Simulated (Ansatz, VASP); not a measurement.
# Two plane-wave programs on NaCl

```
Na Cl
1.0
     0.00000    2.73210    2.73210
     2.73210    0.00000    2.73210
     2.73210    2.73210    0.00000
Na Cl
1 1
Direct
  0.00000 0.00000 0.00000
  0.50000 0.50000 0.50000
```

Alike in both runs: functional LDA; k mesh 6 × 6 × 6; occupations gaussian, width 0.02 eV; no spin polarisation.

Ansatz relaxed the structure, and its values are those at the end. VASP's run is a single point on that final structure, the one shown.

|  | VASP | Ansatz |
| --- | --- | --- |
| version | VASP 6.6.1 | Ansatz 0.2.0 |
| potentials or method | VASP PAW LDA potentials, release 64 (Na_pv, Cl), cutoff 500 eV | scalar-relativistic, plane waves, PAW |
| valence electrons in the cell | 14 | 16 |

```csv
,VASP,Ansatz,Ansatz less VASP
gap on the k mesh at the Fermi level (eV),5.08,5.08,-0.004
least direct gap on the mesh (eV),5.08,5.08,-0.004
pressure (GPa),0.0,0.0,-0.01
```

Ansatz warns that its potentials were made for another functional, while VASP's fit it. LDA's correlation is that of Perdew and Zunger in VASP and of Perdew and Wang (1992) in Ansatz. VASP's potentials hold 14 valence electrons a cell and Ansatz's 16, so a difference there can come from the potentials and not from the codes.
